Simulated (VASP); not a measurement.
# Hg (C2/m) in VASP: single point with PBE+D3(BJ)

Aim: the single point of Hg with PBE+D3(BJ).

All numbers are computed with VASP 6.6.1; they aren't measurements. Logs are shortened: lines on timing, memory, paths and dates and some standing lists are left out, and cuts for length are marked.

## Step 1: The cell of the first run

It takes space group C2/m (No. 12, monoclinic). Conventional cell: a = 5.138 Å, b = 3.837 Å, c = 3.566 Å, α = 90.00°, β = 133.65°, γ = 90.00°. Hg (site symmetry 2/m) has 14 Hg at 3.21 to 3.84 Å within 4.2 Å.

## Step 2: Single point, PBE+D3(BJ)

INCAR reads:

```
ALGO = Normal ; EDIFF = 1E-6
ENCUT = 520 ; GGA = PE
ISIF = 2 ; ISMEAR = 0
IVDW = 12 ; LASPH = T
LCHARG = F ; LREAL = F
LWAVE = F ; NBANDS = 25
NELM = 100 ; PREC = Accurate
SIGMA = 0.1
```

KPOINTS reads:

```
k-points
0
Gamma
  14 14 6
```

POSCAR reads:

```
Hg
1.0
    2.5805950249     -1.9185346739     -0.0962960332
    2.5805950249      1.9185346739     -0.0962960332
   -1.9730277780      0.0000000000      7.7788361467
Hg
3
Direct
    0.6670621287      0.6670621287      0.3333562114
    0.3329378713      0.3329378713      0.6666437886
    0.0000000000      0.0000000000      0.0000000000
```

Potentials or basis: VASP PAW PBE potentials, release 64 (Hg).

Command:

```sh
$ cat potpaw_PBE.64/Hg/POTCAR > POTCAR
$ mpirun -np 1 vasp_std > vasp.out
```

OUTCAR:

```text
EDIFF = 1E-6
   ENCUT = 520
   GGA = PE
   ISIF = 2
   ISMEAR = 0
   IVDW = 12
   LASPH = T
   LREAL = F
   NELM = 100
   PREC = Accurate
 IVDW          = 12

 ion  position               nearest neighbor table
   1  0.667  0.667  0.333-   2 3.21   2 3.21   3 3.21   3 3.21   3 3.56   2 3.57   2 3.71   3 3.72

   2  0.333  0.333  0.667-   1 3.21   1 3.21   3 3.21   3 3.21   3 3.56   1 3.57   1 3.71   3 3.72

   3  0.000  0.000  0.000-   1 3.21   1 3.21   2 3.21   2 3.21   1 3.56   2 3.56   1 3.72   2 3.72

  LATTYP: Found a base centered monoclinic cell.
 ALAT       =     5.1647821284
 B/A-ratio  =     0.7429295665
 C/A-ratio  =     1.5538227749
 COS(beta)  =    -0.2818293270

  Lattice vectors:

 A1 = (   2.5805950249,  -1.9185346739,  -0.0962960332)
 A2 = (   2.5805950249,   1.9185346739,  -0.0962960332)
 A3 = (  -1.9730277780,   0.0000000000,   7.7788361467)

Analysis of symmetry for initial positions (statically):
=====================================================================
 Subroutine PRICEL returns:
 Original cell was already a primitive cell.

 Routine SETGRP: Setting up the symmetry group for a
 base centered monoclinic supercell.

 Subroutine GETGRP returns: Found  4 space group operations
 (whereof  4 operations were pure point group operations)
 out of a pool of  4 trial point group operations.

The static configuration has the point symmetry C_2h.

Analysis of symmetry for dynamics (positions and initial velocities):
=====================================================================
 Subroutine PRICEL returns:
 Original cell was already a primitive cell.

 Routine SETGRP: Setting up the symmetry group for a
 base centered monoclinic supercell.

 Subroutine GETGRP returns: Found  4 space group operations
 (whereof  4 operations were pure point group operations)
 out of a pool of  4 trial point group operations.

The dynamic configuration has the point symmetry C_2h.

 Subroutine INISYM returns: Found  4 space group operations
 (whereof  4 operations are pure point group operations),
 and found     1 'primitive' translations

----------------------------------------------------------------------------------------

                                     Primitive cell

  volume of cell :      76.2964

  direct lattice vectors                    reciprocal lattice vectors
     2.580595025 -1.918534674 -0.096296033     0.195605109 -0.260615566  0.049613375
     2.580595025  1.918534674 -0.096296033     0.195605109  0.260615566  0.049613375
    -1.973027778  0.000000000  7.778836147     0.004842883  0.000000000  0.129782287

  length of vectors
     3.217066817  3.217066817  8.025156099     0.329610860  0.329610860  0.129872612

  position of ions in fractional coordinates (direct lattice)
     0.667062129  0.667062129  0.333356211
     0.332937871  0.332937871  0.666643789
     0.000000000  0.000000000  0.000000000

  ion indices of the primitive-cell ions
   primitive index   ion index
                 1           1
                 2           2
                 3           3

----------------------------------------------------------------------------------------

 KPOINTS: k-points

Automatic generation of k-mesh.
 Grid dimensions read from file:
 generate k-points for:   14   14    6

 Generating k-lattice:

  Cartesian coordinates                     Fractional coordinates (reciprocal lattice)
     0.013971794 -0.018615398  0.003543812     0.071428571  0.000000000  0.000000000
     0.013971794  0.018615398  0.003543812     0.000000000  0.071428571  0.000000000
     0.000807147  0.000000000  0.021630381    -0.000000000 -0.000000000  0.166666667

  Length of vectors
     0.023543633  0.023543633  0.021645435

  Shift w.r.t. Gamma in fractional coordinates (k-lattice)
     0.000000000  0.000000000  0.000000000

 Subroutine IBZKPT returns following result:
 ===========================================

 Found    324 irreducible k-points:

 Following reciprocal coordinates:
            Coordinates               Weight
  0.000000  0.000000  0.000000      1.000000
  0.071429  0.000000 -0.000000      4.000000
  0.142857 -0.000000  0.000000      4.000000
  0.214286  0.000000 -0.000000      4.000000
  0.285714 -0.000000  0.000000      4.000000
  0.357143 -0.000000 -0.000000      4.000000
[... 16 lines left out ...]
  0.214286  0.142857 -0.000000      4.000000
  0.285714  0.142857 -0.000000      4.000000
 [... further k-points ...]
   k-points           NKPTS =    324   k-points in BZ     NKDIM =    324   number of bands    NBANDS=     25
   number of dos      NEDOS =    301   number of ions     NIONS =      3
   total plane-waves  NPLWV =  34560
   dimension x,y,z NGX =    24 NGY =   24 NGZ =   60
   dimension x,y,z NGXF=    48 NGYF=   48 NGZF=  120
   ions per type =               3
   NGX,Y,Z   is equivalent  to a cutoff of  12.40, 12.40, 12.43 a.u.
   NGXF,Y,Z  is equivalent  to a cutoff of  24.80, 24.80, 24.86 a.u.
 SYSTEM =  unknown system
   PREC   = accura    normal or accurate (medium, high low for compatibility)
   ISTART =      0    job   : 0-new  1-cont  2-samecut
   ICHARG =      2    charge: 1-file 2-atom 10-const
   ISPIN  =      1    spin polarized calculation?
   LNONCOLLINEAR =      F non collinear calculations
   LSORBIT =      F    spin-orbit coupling
   LASPH  =      T    aspherical Exc in radial PAW
   ENCUT  =  520.0 eV  38.22 Ry    6.18 a.u.   5.98  5.98 14.92*2*pi/ulx,y,z
   NELM   =    100;   NELMIN=  2; NELMDL= -5     # of ELM steps
   EDIFF  = 0.1E-05   stopping-criterion for ELM
   LREAL  =      F    real-space projection
   EDIFFG = 0.1E-04   stopping-criterion for IOM
   NSW    =      0    number of steps for IOM
   IBRION =     -1    ionic relax: 0-MD 1-quasi-New 2-CG
   NFREE  =      0    steps in history (QN), initial steepest desc. (CG)
   ISIF   =      2    stress and relaxation
   ISYM   =      2    0-nonsym 1-usesym 2-fastsym
   POTIM  = 0.5000    time-step for ionic-motion
   TEBEG  =    0.0;   TEEND  =   0.0 temperature during run
   PSTRESS=    0.0 pullay stress
   NELECT =      36.0000    total number of electrons
   NUPDOWN=      -1.0000    fix difference up-down
   EMIN   =  10.00;   EMAX   =-10.00  energy-range for DOS
   EFERMI =   0.00;   METHOD = LEGACY
   ISMEAR =     0;   SIGMA  =   0.10  broadening in eV -4-tet -1-fermi 0-gaus
   EFERMI_NEDOS =   21; number of points for ismear=-14 and -15
   IALGO  =     38    algorithm
   IMIX   =      4    mixing-type and parameters
     AMIX     =   0.40;   BMIX     =  1.00
     AMIX_MAG =   1.60;   BMIX_MAG =  1.00
  volume/ion in A,a.u.               =      25.43       171.62
  Fermi-wavevector in a.u.,A,eV,Ry     =   1.274503  2.408462 22.100742  1.624359
  Thomas-Fermi vector in A             =   2.407268
   LORBIT       =      0    0 simple, 1 ext, 2 COOP (PROOUT), +10 PAW based schemes
   GGA     = PE    functional components
   LHFCALC =     F    Hartree Fock is set to
   AEXX    =    0.0000 exact exchange contribution
   IVDW    =    12    specifies the selected vdW correction
   LEPSILON=     F    determine dielectric tensor
   LRPA    =     F    only Hartree local field effects (RPA)
 non-spin polarized calculation
 Gauss-broadening in eV      SIGMA  =   0.10
  energy-cutoff  :      520.00
  volume of cell :       76.30
 maximum number of plane-waves:      2076
   NGX = 11   NGY = 11   NGZ = 29

 number of electron      36.0000006 magnetization

 Free energy of the ion-electron system (eV)
  ---------------------------------------------------
  ext. energy  EPLUGINS =         0.00000000
  ---------------------------------------------------
  free energy    TOTEN  =        -0.45982632 eV

  energy without entropy =       -0.45816358  energy(sigma->0) =       -0.45899495

 E-fermi :   2.1041     XC(G=0): -10.4499

 val. band max:        2.0877493631   @ k =  -0.0714  -0.4286   0.3333
 cond. band min:       2.1148036600   @ k =  -0.4286  -0.0000   0.3333
 fundamental gap:      0.0270542968
 Fermi energy:         2.1041381144

 k-point     1 :       0.0000    0.0000    0.0000
  band No.  band energies     occupation
      1      -6.2722      2.00000
      2      -5.2557      2.00000
      3      -5.2554      2.00000
      4      -5.0614      2.00000
      5      -5.0610      2.00000
      6      -4.7895      2.00000
[... 17 lines left out ...]
     24      12.3688      0.00000
     25      15.6054      0.00000

 k-point     2 :       0.0714    0.0000   -0.0000
  band No.  band energies     occupation
      1      -6.1758      2.00000
      2      -5.2198      2.00000
      3      -5.1995      2.00000
      4      -5.0501      2.00000
      5      -5.0219      2.00000
      6      -4.7807      2.00000
[... 17 lines left out ...]
     24      12.2914      0.00000
     25      15.4842      0.00000

 k-point     3 :       0.1429   -0.0000    0.0000
  band No.  band energies     occupation
      1      -5.9017      2.00000
      2      -5.1480      2.00000
      3      -5.1312      2.00000
      4      -4.9606      2.00000
      5      -4.8810      2.00000
      6      -4.7563      2.00000
[... 17 lines left out ...]
     24      12.2670      0.00000
     25      13.4716      0.00000

 k-point     4 :       0.2143    0.0000   -0.0000
  band No.  band energies     occupation
      1      -5.5195      2.00000
      2      -5.1257      2.00000
      3      -5.1143      2.00000
      4      -4.8038      2.00000
      5      -4.7712      2.00000
      6      -4.7326      2.00000
[... 17 lines left out ...]
     24      12.0382      0.00000
     25      12.2027      0.00000
[... 477 lines left out ...]
 k-point    22 :       0.1429    0.1429    0.0000
  band No.  band energies     occupation
      1      -5.7243      2.00000
      2      -5.0624      2.00000
      3      -4.9170      2.00000
      4      -4.8540      2.00000
      5      -4.8167      2.00000
      6      -4.7723      2.00000
[... 17 lines left out ...]
     24      11.7075      0.00000
     25      13.5174      0.00000

 k-point    23 :       0.2143    0.1429   -0.0000
  band No.  band energies     occupation
      1      -5.4313      2.00000
      2      -4.9796      2.00000
      3      -4.8464      2.00000
      4      -4.8245      2.00000
      5      -4.7509      2.00000
      6      -4.6221      2.00000
[... 17 lines left out ...]
     24      11.8042      0.00000
     25      12.2452      0.00000

 k-point    24 :       0.2857    0.1429   -0.0000
  band No.  band energies     occupation
      1      -5.1734      2.00000
      2      -4.9179      2.00000
      3      -4.8889      2.00000
      4      -4.7725      2.00000
      5      -4.7604      2.00000
      6      -4.6760      2.00000
[... 17 lines left out ...]
     24      11.8326      0.00000
     25      12.1414      0.00000

 [... further k-points ...]

------------------------ aborting loop because EDIFF is reached ----------------------------------------

 Edisp (eV)   -1.23574

 E8    (eV) :    -0.5604

  FORCE on cell =-STRESS in cart. coord.  units (eV):
  Direction    XX          YY          ZZ          XY          YZ          ZX
  --------------------------------------------------------------------------------------
  -------------------------------------------------------------------------------------
  Total       0.09580     0.09109     0.09463     0.00000     0.00000    -0.00144
  in kB       2.01164     1.91287     1.98712     0.00000     0.00000    -0.03028
  external pressure =        1.97 kB  Pullay stress =        0.00 kB

 VOLUME and BASIS-vectors are now :
 -----------------------------------------------------------------------------
  energy-cutoff  :      520.00
  volume of cell :       76.30
      direct lattice vectors                 reciprocal lattice vectors
     2.580595025 -1.918534674 -0.096296033     0.195605109 -0.260615566  0.049613375
     2.580595025  1.918534674 -0.096296033     0.195605109  0.260615566  0.049613375
    -1.973027778  0.000000000  7.778836147     0.004842883  0.000000000  0.129782287

 POSITION                                       TOTAL-FORCE (eV/Angst)
 -----------------------------------------------------------------------------------
      2.78511      0.00000      2.46465        -0.000170      0.000000     -0.000652
      0.40305      0.00000      5.12159         0.000170      0.000000      0.000652
      0.00000      0.00000      0.00000         0.000000      0.000000     -0.000000
 -----------------------------------------------------------------------------------
    total drift:                                0.000000      0.000000      0.000000

  FREE ENERGIE OF THE ION-ELECTRON SYSTEM (eV)
  ---------------------------------------------------
  free  energy   TOTEN  =        -1.6955642090 eV

  energy  without entropy=       -1.6939014626  energy(sigma->0) =       -1.69473284
```

Run time: 2.9 min. Hardware: 1 thread of Intel Xeon 6975P-C (Granite Rapids), shared host; peak memory 0.54 GiB.

Results:

- Free energy: -1.6956 eV
- Pressure: 0.2 GPa
- Band gap on the k mesh: zero (band 18 reaches 3.70 eV, above the bottom of band 19 at 0.97 eV)
- Dispersion energy per atom: -0.412 eV

Levels at points of the mesh, in eV from the Fermi level:
| k point | band 16 | band 17 | band 18 | band 19 | band 20 | band 21 |
| --- | --- | --- | --- | --- | --- | --- |
| (0.00, 0.00, 0.00) | -5.84 | -4.85 | -4.85 | 4.35 | 4.35 | 9.80 |
| (0.50, 0.00, 0.00) | -2.83 | -2.82 | -1.29 | -0.97 | 1.60 | 1.60 |
| (0.50, 0.50, 0.00) | -0.86 | -0.86 | 0.30 | 0.30 | 2.66 | 3.16 |
| (0.00, 0.00, 0.50) | -5.91 | -5.44 | -1.06 | -0.83 | 8.59 | 9.39 |
| (0.50, 0.00, 0.50) | -2.76 | -2.76 | -1.57 | -1.13 | 1.95 | 1.95 |
| (0.50, 0.50, 0.50) | -1.15 | -0.87 | 0.45 | 0.45 | 2.71 | 2.71 |

Caveat: spin-orbit coupling is left out, which moves the levels of the heavy elements; pairwise dispersion overbinds metals, which lowers pressure and volume.
